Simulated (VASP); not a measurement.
# I (P6_3/mmc) in VASP: further runs

Runs on I. Level: PBEsol. Tasks: single point, relaxation of cell and atoms.

Everything below comes from runs of VASP 6.6.1. Logs are shortened: lines on timing, memory, paths and dates and some standing lists are left out, and cuts for length are marked.

## Step 1: The cell of the first run

It takes space group P6_3/mmc (No. 194, hexagonal). The conventional cell has a = 3.284 Å, b = 3.284 Å, c = 7.926 Å, α = 90.00°, β = 90.00°, γ = 120.00°. Within 4.3 Å of I (site symmetry -6m2) lie 6 I at 3.28 Å.

## Step 2: Single point, PBEsol

INCAR reads:

```
PREC = Accurate ; ENCUT = 520
EDIFF = 1E-6 ; ISMEAR = -1
SIGMA = 0.05 ; LREAL = F
LASPH = T ; NELM = 60
ALGO = Normal ; ISIF = 2
LWAVE = F ; LCHARG = F
GGA = PS ; NBANDS = 14
```

KPOINTS reads:

```
regular mesh
0
Gamma
  8 8 3
```

POSCAR reads:

```
I
1.0
    3.2843359128      0.0000000000      0.0000000000
   -1.6421679564      2.8443183350      0.0000000000
    0.0000000000      0.0000000000      7.9260387369
I
2
Direct
    0.3333333333      0.6666666667      0.2500000000
    0.6666666667      0.3333333333      0.7500000000
```

Potentials or basis: VASP PAW PBE potentials, release 64 (I).

Command:

```
$ cat potpaw_PBE.64/I/POTCAR > POTCAR
$ mpirun -np 1 vasp_std > vasp.out
```

OUTCAR:

```text
PREC = Accurate
   ENCUT = 520
   EDIFF = 1E-6
   ISMEAR = -1
   LREAL = F
   LASPH = T
   NELM = 60
   ISIF = 2
   GGA = PS

 ion  position               nearest neighbor table
   1  0.333  0.667  0.250-
   2  0.667  0.333  0.750-

  LATTYP: Found a hexagonal cell.
 ALAT       =     3.2843359128
 C/A-ratio  =     2.4132850437

  Lattice vectors:

 A1 = (   3.2843359128,   0.0000000000,   0.0000000000)
 A2 = (  -1.6421679564,   2.8443183350,   0.0000000000)
 A3 = (   0.0000000000,   0.0000000000,   7.9260387369)

Analysis of symmetry for initial positions (statically):
=====================================================================
 Subroutine PRICEL returns:
 Original cell was already a primitive cell.

 Routine SETGRP: Setting up the symmetry group for a
 hexagonal supercell.

 Subroutine GETGRP returns: Found 24 space group operations
 (whereof 12 operations were pure point group operations)
 out of a pool of 24 trial point group operations.

The static configuration has the point symmetry D_3d.
 The point group associated with its full space group is D_6h.

Analysis of symmetry for dynamics (positions and initial velocities):
=====================================================================
 Subroutine PRICEL returns:
 Original cell was already a primitive cell.

 Routine SETGRP: Setting up the symmetry group for a
 hexagonal supercell.

 Subroutine GETGRP returns: Found 24 space group operations
 (whereof 12 operations were pure point group operations)
 out of a pool of 24 trial point group operations.

The dynamic configuration has the point symmetry D_3d.
 The point group associated with its full space group is D_6h.

 Subroutine INISYM returns: Found 24 space group operations
 (whereof 12 operations are pure point group operations),
 and found     1 'primitive' translations

----------------------------------------------------------------------------------------

                                     Primitive cell

  volume of cell :      74.0427

  direct lattice vectors                    reciprocal lattice vectors
     3.284335913  0.000000000  0.000000000     0.304475555  0.175789044  0.000000000
    -1.642167956  2.844318335  0.000000000     0.000000000  0.351578087  0.000000000
     0.000000000  0.000000000  7.926038737     0.000000000  0.000000000  0.126166429

[... 84 lines left out ...]
   ISIF   =      2    stress and relaxation
   ISYM   =      2    0-nonsym 1-usesym 2-fastsym
   POTIM  = 0.5000    time-step for ionic-motion
   TEBEG  =    0.0;   TEEND  =   0.0 temperature during run
   PSTRESS=    0.0 pullay stress
   NELECT =      14.0000    total number of electrons
   NUPDOWN=      -1.0000    fix difference up-down
   EMIN   =  10.00;   EMAX   =-10.00  energy-range for DOS
   EFERMI =   0.00;   METHOD = LEGACY
   ISMEAR =    -1;   SIGMA  =   0.05  broadening in eV -4-tet -1-fermi 0-gaus
   EFERMI_NEDOS =   21; number of points for ismear=-14 and -15
   IALGO  =     38    algorithm
   IMIX   =      4    mixing-type and parameters
     AMIX     =   0.40;   BMIX     =  1.00
     AMIX_MAG =   1.60;   BMIX_MAG =  1.00
  volume/ion in A,a.u.               =      37.02       249.83
  Fermi-wavevector in a.u.,A,eV,Ry     =   0.939630  1.775643 12.012644  0.882904
  Thomas-Fermi vector in A             =   2.066961
   LORBIT       =      0    0 simple, 1 ext, 2 COOP (PROOUT), +10 PAW based schemes
   GGA     = PS    functional components
   LHFCALC =     F    Hartree Fock is set to
   AEXX    =    0.0000 exact exchange contribution
   IVDW    =     0    specifies the selected vdW correction
   LEPSILON=     F    determine dielectric tensor
   LRPA    =     F    only Hartree local field effects (RPA)
 non-spin polarized calculation
  energy-cutoff  :      520.00
  volume of cell :       74.04
 maximum number of plane-waves:      2012
   NGX = 13   NGY = 13   NGZ = 29

 number of electron      14.0000000 magnetization

 Free energy of the ion-electron system (eV)
  ---------------------------------------------------
  ext. energy  EPLUGINS =         0.00000000
  ---------------------------------------------------
  free energy    TOTEN  =        -3.09464154 eV

  energy without entropy =       -3.08550726  energy(sigma->0) =       -3.09007440

 E-fermi :   4.1575     XC(G=0):  -8.8329

 val. band max:        4.1170536908   @ k =   0.5000   0.0000   0.3333
 cond. band min:       4.1717740907   @ k =   0.5000   0.0000   0.0000
 fundamental gap:      0.0547203999
 Fermi energy:         4.1575034009

 k-point     1 :       0.0000    0.0000    0.0000
  band No.  band energies     occupation
      1     -10.0855      2.00000
      2      -9.8349      2.00000
      3      -0.2450      2.00000
      4       1.9672      2.00000
      5       6.0692      0.00000
      6       6.0692      0.00000
      7       6.1597      0.00000
      8       6.1597      0.00000
      9       8.3167      0.00000
     10      13.0015      0.00000
     11      13.4336      0.00000
     12      14.6598      0.00000
     13      14.6598      0.00000
     14      14.8827      0.00000
[... 309 lines left out ...]
      1      -7.4875      2.00000
      2      -7.4633      2.00000
      3      -0.5903      2.00000
      4      -0.5121      2.00000
      5       0.9440      2.00000
      6       1.0466      2.00000
      7       3.0613      2.00000
      8       3.2547      2.00000
      9       9.6853      0.00000
     10      10.3647      0.00000
     11      11.1633      0.00000
     12      12.1959      0.00000
     13      14.8758      0.00000
     14      15.0235      0.00000

------------------------ aborting loop because EDIFF is reached ----------------------------------------

  FORCE on cell =-STRESS in cart. coord.  units (eV):
  Direction    XX          YY          ZZ          XY          YZ          ZX
  --------------------------------------------------------------------------------------
  -------------------------------------------------------------------------------------
  Total       -0.0068219     -0.0068219      0.0175505      0.0000000     -0.0000000      0.0000000
  in kB       -0.1476172     -0.1476172      0.3797672      0.0000000     -0.0000000      0.0000000
  external PRESSURE =       0.0281776 kB  Pullay stress =       0.0000000 kB

 VOLUME and BASIS-vectors are now :
 -----------------------------------------------------------------------------
  energy-cutoff  :      520.00
  volume of cell :       74.04
      direct lattice vectors                 reciprocal lattice vectors
     3.284335913  0.000000000  0.000000000     0.304475555  0.175789044  0.000000000
    -1.642167956  2.844318335  0.000000000     0.000000000  0.351578087  0.000000000
     0.000000000  0.000000000  7.926038737     0.000000000  0.000000000  0.126166429

 POSITION                                       TOTAL-FORCE (eV/Angst)
 -----------------------------------------------------------------------------------
     -0.00000      1.89621      1.98151        -0.000000     -0.000000      0.000000
      1.64217      0.94811      5.94453         0.000000      0.000000      0.000000
 -----------------------------------------------------------------------------------
    total drift:                               -0.000000      0.000000      0.000000

  FREE ENERGIE OF THE ION-ELECTRON SYSTEM (eV)
  ---------------------------------------------------
  free  energy   TOTEN  =        -3.0946415355 eV

  energy  without entropy=       -3.0855072608  energy(sigma->0) =       -3.09007440
```

It took 12 s on 1 thread of Intel Xeon Platinum 8259CL at 2.50GHz (Skylake/Cascade Lake), shared host; peak memory 0.18 GiB.

Results:

```
Free energy            : -3.0946 eV
Pressure               : 0.0 GPa
Band gap on the k mesh : zero (band 7 reaches 6.16 eV, above the bottom of band 8 at 3.10 eV)
```

Caveat: the PAW data sets were made with another functional, which shifts forces and pressure a little; spin-orbit coupling is left out, which moves the levels of the heavy elements; this functional lacks dispersion, which binds the layers, so the pressure and a relaxed spacing across them are unreliable.

## Step 3: Single point, PBEsol

INCAR reads:

```
PREC = Accurate ; ENCUT = 520
EDIFF = 1E-7 ; ISMEAR = -1
SIGMA = 0.05 ; LREAL = False
LASPH = True ; NELM = 60
ALGO = Normal ; ISIF = 2
LWAVE = False ; LCHARG = True
GGA = PS ; LELF = True
LVHAR = True ; NBANDS = 14
```

KPOINTS reads:

```
regular mesh
0
Gamma
  7 7 4
```

POSCAR reads:

```
I
1.0
    3.3129925333      0.0000000000      0.0000000000
   -1.6564962667      2.8691356964      0.0000000000
    0.0000000000      0.0000000000      7.8039121738
I
2
Direct
    0.3333333333      0.6666666667      0.2500000000
    0.6666666667      0.3333333333      0.7500000000
```

Potentials or basis: VASP PAW PBE potentials, release 64 (I).

Command:

```
$ cat potpaw_PBE.64/I/POTCAR > POTCAR
$ mpirun -np 1 vasp_std > vasp.out
```

Wall time 25 s (1 thread of Intel Xeon Platinum 8259CL at 2.50GHz (Skylake/Cascade Lake), shared host); peak memory 0.2 GiB.

It converged, with:

* Free energy: -2.9931 eV
* Pressure: 0.0 GPa
* Band gap on the k mesh: zero (band 7 reaches 5.99 eV, above the bottom of band 8 at 3.02 eV)

Levels at points of the mesh, in eV from the Fermi level:
```tsv
k point	band 3	band 4	band 5	band 6	band 7	band 8	band 9	band 10
(0.00, 0.00, 0.00)	-4.36	-1.99	1.77	1.77	1.87	1.87	4.33	8.66
(0.00, 0.00, 0.50)	-3.37	-3.37	1.82	1.82	1.82	1.82	7.15	7.15
```

Caveat: the PAW data sets were made with another functional, which shifts forces and pressure a little; spin-orbit coupling is left out, which moves the levels of the heavy elements; this functional lacks dispersion, which binds the layers, so the pressure and a relaxed spacing across them are unreliable.

## Step 4: Relaxation of cell and atoms, PBEsol

INCAR reads:

```
SYSTEM = I
ALGO = Normal
EDIFF = 1E-7
EDIFFG = -0.03
ENCUT = 600
GGA = PS
IBRION = 2
ISIF = 3
ISMEAR = -1
LASPH = .TRUE.
LCHARG = .FALSE.
LREAL = .FALSE.
LWAVE = .FALSE.
NELM = 80
NSW = 80
PREC = Accurate
SIGMA = 0.05
```

KPOINTS reads:

```
k-points
0
G
  8 8 3
  0 0 0
```

POSCAR is that of step 3.

Command:

```
$ cat potpaw_PBE.64/I/POTCAR > POTCAR
$ mpirun -np 1 vasp_std > vasp.out
```

Run time: 85 s. Hardware: 1 thread of Intel Xeon Platinum 8259CL at 2.50GHz (Skylake/Cascade Lake), shared host; peak memory 0.22 GiB.

It converged, with:

| Item | Value |
| --- | --- |
| Free energy | -3.0945 eV |
| Relaxed volume | 36.83 Å³/atom |
| Relaxed cell | a = 3.284 Å, b = 3.284 Å, c = 7.888 Å, α = 90.00°, β = 90.00°, γ = 120.00° |
| Space group after relaxing (to 0.05 Å) | P6_3/mmc (No. 194) |
| Energy gained by relaxing | 2.7 meV/atom |
| Ionic steps | 5 |
| Pressure after relaxing | 0.0 GPa |
| Band gap on the k mesh | zero (band 7 reaches 6.22 eV, above the bottom of band 8 at 3.16 eV) |

Stress tensor (GPa, compression positive):
```
0.01 0.00 0.00
0.00 0.01 0.00
0.00 0.00 0.09
```

Step by step:
```csv
step,energy change (eV),largest force (eV/Å),pressure (GPa),volume (Å³)
1,0.0000,0.0000,-0.67,74.18
2,-0.0041,0.0000,0.41,72.53
3,-0.0049,0.0000,0.09,72.99
4,-0.0051,0.0000,0.07,73.16
5,-0.0055,0.0000,0.04,73.65
```

Final structure:
```
CELL_PARAMETERS angstrom
3.28359 0.00000 0.00000
-1.64180 2.84367 0.00000
0.00000 0.00000 7.88807
ATOMIC_POSITIONS crystal
I 0.33333 0.66667 0.25000
I 0.66667 0.33333 0.75000
```

Levels at points of the mesh, in eV from the Fermi level:
| k point | band 2 | band 3 | band 4 | band 5 | band 6 | band 7 | band 8 | band 9 | band 10 | band 11 |
| --- | --- | --- | --- | --- | --- | --- | --- | --- | --- | --- |
| (0.00, 0.00, 0.00) | -13.99 | -4.43 | -2.16 | 1.91 | 1.91 | 2.01 | 2.01 | 4.18 | 8.84 | 9.28 |
| (0.50, 0.00, 0.00) | -11.87 | -5.60 | -5.44 | -1.74 | -0.99 | -0.20 | 0.02 | 4.86 | 5.97 | 6.43 |

Caveat: the PAW data sets were made with another functional, which shifts forces and pressure a little; spin-orbit coupling is left out, which moves the levels of the heavy elements; this functional lacks dispersion, which binds the layers, so the pressure and a relaxed spacing across them are unreliable.

## Step 5: Relaxation of cell and atoms, PBEsol

This run uses another cell than the first one, of 32.72 Å³/atom, 0.884 times its volume.

INCAR reads:

```
SYSTEM = I
PREC = Accurate
ENCUT = 600
EDIFF = 1E-7
ISMEAR = -1
SIGMA = 0.05
LREAL = .False.
LASPH = .True.
NELM = 80
ALGO = Normal
ISIF = 3
LWAVE = .False.
LCHARG = .False.
GGA = PS
IBRION = 2
NSW = 80
EDIFFG = -0.03
```

KPOINTS reads:

```
regular mesh
0
Gamma
  7 7 4
  0 0 0
```

POSCAR reads:

```
I
1.0
    3.5900000000      0.0000000000      0.0000000000
   -1.7950000000      3.1090311996      0.0000000000
    0.0000000000      0.0000000000      5.8624700000
I
2
Direct
    0.3333333333      0.6666666667      0.2500000000
    0.6666666667      0.3333333333      0.7500000000
```

Command:

```
$ cat potpaw_PBE.64/I/POTCAR > POTCAR
$ mpirun -np 1 vasp_std > vasp.out
```

Wall time 5.3 min (1 thread of Intel Xeon Platinum 8259CL at 2.50GHz (Skylake/Cascade Lake), shared host); peak memory 0.22 GiB.

It converged, with:

```
Free energy                            : -2.9922 eV
Relaxed volume                         : 36.86 Å³/atom
Relaxed cell                           : a = 3.316 Å, b = 3.316 Å, c = 7.742 Å, α = 90.00°, β = 90.00°, γ = 120.00°
Space group after relaxing (to 0.05 Å) : P6_3/mmc (No. 194)
Energy gained by relaxing              : 146.4 meV/atom
Ionic steps                            : 23
Pressure after relaxing                : 0.0 GPa
Band gap on the k mesh                 : zero (band 7 reaches 6.03 eV, above the bottom of band 8 at 3.09 eV)
```

Stress tensor (GPa, compression positive):
```
-0.12  0.00  0.00
 0.00 -0.12  0.00
 0.00  0.00  0.10
```

The path:
| step | energy change (eV) | largest force (eV/Å) | pressure (GPa) | volume (Å³) |
| --- | --- | --- | --- | --- |
| 1 | 0.0000 | 0.0000 | -0.55 | 65.43 |
| 2 | -0.0022 | 0.0000 | -0.05 | 64.38 |
| 3 | -0.0022 | 0.0000 | 0.05 | 64.19 |
| 4 | -0.0031 | 0.0000 | 0.09 | 64.11 |
| 5 | -0.0072 | 0.0000 | 0.22 | 63.86 |
| 6 | -0.0197 | 0.0000 | 0.55 | 63.33 |
| 7 | -0.0474 | 0.0000 | 1.64 | 62.17 |
| 8 | -0.0951 | 0.0000 | 5.78 | 59.44 |
| 9 | -0.0876 | 0.0000 | 3.86 | 60.53 |
| 10 | -0.0999 | 0.0000 | 5.27 | 59.70 |
| 11 | -0.0984 | 0.0000 | 5.48 | 59.59 |
| 12 | -0.1055 | 0.0000 | 5.29 | 59.80 |
| 13 | -0.1256 | 0.0000 | 4.73 | 60.42 |
| 14 | -0.1600 | 0.0000 | 3.69 | 61.69 |
| 15 | -0.2075 | 0.0000 | 1.90 | 64.28 |
| 16 | -0.2317 | 0.0000 | -0.74 | 69.67 |
| 17 | -0.2334 | 0.0000 | -0.33 | 68.65 |
| 18 | -0.2449 | 0.0000 | -0.28 | 68.92 |
| 19 | -0.2706 | 0.0000 | -0.04 | 69.73 |
| 20 | -0.2883 | 0.0000 | 0.71 | 71.22 |
| 21 | -0.2918 | 0.0000 | 0.31 | 72.47 |
| 22 | -0.2929 | 0.0000 | -0.07 | 73.80 |
| 23 | -0.2929 | 0.0000 | -0.05 | 73.72 |

Final structure:
```
I
1.0
     3.31585    0.00000    0.00000
    -1.65792    2.87161    0.00000
     0.00000    0.00000    7.74174
I
2
Direct
  0.33333 0.66667 0.25000
  0.66667 0.33333 0.75000
```

Levels at points of the mesh, in eV from the Fermi level:
```csv
k point,band 2,band 3,band 4,band 5,band 6,band 7,band 8,band 9,band 10,band 11
"(0.00, 0.00, 0.00)",-13.82,-4.38,-1.92,1.75,1.75,1.87,1.87,4.39,8.63,9.11
"(0.00, 0.00, 0.50)",-13.97,-3.36,-3.36,1.81,1.81,1.81,1.81,7.27,7.27,8.90
```

Caveat: the PAW data sets were made with another functional, which shifts forces and pressure a little; spin-orbit coupling is left out, which moves the levels of the heavy elements; this functional lacks dispersion, which binds the layers, so the pressure and a relaxed spacing across them are unreliable.

## Step 6: Summary

```tsv
task	cell	k mesh	cutoff (eV)	gap on the mesh (eV)	pressure (GPa)	relaxed volume (Å³/atom)
single point	a = 3.284, b = 3.284, c = 7.926 Å, angles 90.0, 90.0, 120.0°, 2 atoms	8 × 8 × 3	520	none	0.0	-
single point	a = 3.313, b = 3.313, c = 7.804 Å, angles 90.0, 90.0, 120.0°, 2 atoms	7 × 7 × 4	520	none	0.0	-
relaxation of cell and atoms	relaxed from a = 3.313, b = 3.313, c = 7.804 Å, angles 90.0, 90.0, 120.0°, 2 atoms	8 × 8 × 3	600	none	0.0	36.83
relaxation of cell and atoms	relaxed from a = 3.590, b = 3.590, c = 5.862 Å, angles 90.0, 90.0, 120.0°, 2 atoms	7 × 7 × 4	600	none	0.0	36.86
```

Alike in all rows: level PBEsol; potentials or basis VASP PAW PBE potentials, release 64 (I); no spin polarisation; smearing fermi-dirac 0.05 eV.

Caveats: the PAW data sets were made with another functional, which shifts forces and pressure a little; spin-orbit coupling is left out, which moves the levels of the heavy elements; this functional lacks dispersion, which binds the layers, so the pressure and a relaxed spacing across them are unreliable.

Total energies depend on the potentials used, so only differences within one code and one set of settings carry meaning.
